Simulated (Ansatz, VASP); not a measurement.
**AlN in VASP and in Ansatz**

INCAR

```
SYSTEM = AlN
PREC = Accurate ; ENCUT = 520
EDIFF = 1E-6 ; ISMEAR = 0
SIGMA = 0.01 ; LREAL = .FALSE.
LASPH = .TRUE. ; NELM = 100
ALGO = Normal ; ISIF = 2
LWAVE = .FALSE. ; LCHARG = .FALSE.
GGA = PE ; NBANDS = 11
```

KPOINTS

```
Automatic mesh
0
G
  8 8 8
  0 0 0
```

Contents of POSCAR:

```
AlN
1.0
    0.0000000000      2.1565974381      2.1565974381
    2.1565974381      0.0000000000      2.1565974381
    2.1565974381      2.1565974381      0.0000000000
Al N
1 1
Direct
    0.0000000000      0.0000000000      0.0000000000
    0.2500000000      0.2500000000      0.2500000000
```

Input for Ansatz:

```yaml
crystal:
  lattice:
    - [0.0, 2.1565974381, 2.1565974381]
    - [2.1565974381, 0.0, 2.1565974381]
    - [2.1565974381, 2.1565974381, 0.0]
  atoms:
    - { symbol: Al, position: [0.0, 0.0, 0.0] }
    - { symbol: "N", position: [0.25, 0.25, 0.25] }
kpoints:
  mp_grid: { grid: [8, 8, 8] }
hamiltonian:
  xc: pbe
scf:
  occupations: { method: fixed }
  n_extra_bands: 4
output:
  forces: true
  stress: true
  eigenvalues: true
```

Alike in both runs: task single point; functional PBE; k mesh 8 × 8 × 8; no spin polarisation.

|  | VASP | Ansatz |
| --- | --- | --- |
| version | VASP 6.6.1 | Ansatz 0.2.0 |
| potentials or method | VASP PAW PBE potentials, release 64 (Al, N) | plane waves, PAW |
| plane-wave cutoff (eV) | 520 | 420 |
| occupations | gaussian, width 0.01 eV | fixed |
| valence electrons in the cell | 8 | 8 |

|  | VASP | Ansatz | Ansatz less VASP |
| --- | --- | --- | --- |
| gap on the k mesh at the Fermi level (eV) | 3.34 | 3.34 | +0.009 |
| pressure (GPa) | 13.2 | 13.5 | +0.26 |
